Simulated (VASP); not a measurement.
Runs of VASP 6.6.1 on CuO. The typed cell holds 4 atoms: a = 2.880 Å, b = 2.880 Å, c = 5.176 Å, α = 89.81°, β = 89.81°, γ = 89.22°. 

```tsv
potentials or basis	k mesh	cutoff (eV)	smearing	gap on the mesh (eV)	pressure (GPa)	largest force (eV/Å)
VASP PAW PBE potentials, release 64 (Cu_sv_GW, O)	4 × 4 × 4	820	gaussian 0.1 eV	none	-2.6	0.01
VASP PAW PBE potentials, release 64 (Cu, O)	14 × 14 × 8	520	methfessel-paxton 0.1 eV	none	-1.3	0.01
VASP PAW PBE potentials, release 64 (Cu, O)	14 × 14 × 8	520	gaussian 0.3 eV	none	-1.4	0.01
VASP PAW PBE potentials, release 64 (Cu_sv_GW, O)	6 × 6 × 4	820	gaussian 0.1 eV	none	-2.6	0.01
VASP PAW PBE potentials, release 64 (Cu, O)	14 × 14 × 8	520	gaussian 0.2 eV	none	-1.5	0.01
VASP PAW PBE potentials, release 64 (Cu_sv_GW, O)	7 × 7 × 4	820	gaussian 0.01 eV	none	-2.7	0.01
VASP PAW PBE potentials, release 64 (Cu_sv_GW, O)	7 × 7 × 4	820	gaussian 0.4 eV	none	(a)	0.01
VASP PAW PBE potentials, release 64 (Cu, O)	14 × 14 × 8	520	fermi-dirac 0.1 eV	none	-1.5	0.01
VASP PAW PBE potentials, release 64 (Cu, O)	14 × 14 × 8	520	fermi-dirac 0.05 eV	none	-1.3	0.01
VASP PAW PBE potentials, release 64 (Cu, O)	14 × 14 × 8	520	methfessel-paxton 0.02 eV	none	-1.5	0.01
VASP PAW PBE potentials, release 64 (Cu_sv_GW, O)	7 × 7 × 4	820	gaussian 0.1 eV	none	-2.5	0.01
```

Alike in all rows: task single point; level PBEsol; no spin polarisation; cell as given.

Problem. Fill in the values left out.

Solution. (a) -2.4.

Caveats: some runs use coarse meshes; the PAW data sets were made with another functional, which shifts forces and pressure a little; semilocal functionals often make such compounds metallic where correlation or magnetic order opens a gap, which also shifts bond lengths; so wide a smearing shifts energies and pressures (at least some runs).

A gap of «none» marks levels without a gap at the run's occupations.

The runs don't all hold the same shells in valence.
